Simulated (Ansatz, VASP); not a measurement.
## One calculation of AlN, two programs

The input INCAR:

```
PREC = Accurate
ENCUT = 600
EDIFF = 1E-6
ISMEAR = 0
SIGMA = 0.02
LREAL = False
LASPH = True
NELM = 120
ALGO = Normal
ISIF = 2
LWAVE = False
LCHARG = True
GGA = PE
LELF = True
LVHAR = True
NBANDS = 11
GGA_COMPAT = False
```

The input KPOINTS:

```
regular mesh
0
Gamma
  10 10 10
```

The input POSCAR:

```
AlN
1.0
    0.0000000000      2.1721267716      2.1721267716
    2.1721267716      0.0000000000      2.1721267716
    2.1721267716      2.1721267716      0.0000000000
Al N
1 1
Direct
    0.0000000000      0.0000000000      0.0000000000
    0.5000000000      0.5000000000      0.5000000000
```

Input for Ansatz:

```yaml
crystal:
  lattice:
    - [0.0, 2.1721267716, 2.1721267716]
    - [2.1721267716, 0.0, 2.1721267716]
    - [2.1721267716, 2.1721267716, 0.0]
  atoms:
    - { symbol: Al, position: [0.0, 0.0, 0.0] }
    - { symbol: "N", position: [0.5, 0.5, 0.5] }
basis:
  ecutwfc: 420
kpoints:
  mp_grid: { grid: [10, 10, 10] }
hamiltonian:
  xc: pbe
scf:
  occupations: { method: gaussian, width: 0.02 }
output:
  forces: true
  stress: true
  eigenvalues: true
```

Alike in both runs: task single point; functional PBE; k mesh 10 × 10 × 10; occupations gaussian, width 0.02 eV; no spin polarisation.

|  | VASP | Ansatz |
| --- | --- | --- |
| version | VASP 6.6.1 | Ansatz 0.2.0 |
| potentials or method | VASP PAW PBE potentials, release 64 (Al, N), cutoff 600 eV | scalar-relativistic, plane waves, PAW |
| valence electrons in the cell | 8 | 8 |

|  | VASP | Ansatz | Ansatz less VASP |
| --- | --- | --- | --- |
| gap on the k mesh at the Fermi level (eV) | 2.72 | 2.73 | +0.017 |
| least direct gap on the mesh (eV) | 2.90 | 2.90 | -0.002 |
| pressure (GPa) | -33.3 | -33.0 | +0.31 |

Both programs put the cell under strong tension, so it lies far from rest at this level.

Noted on VASP's run: the cell as given lies far from equilibrium.
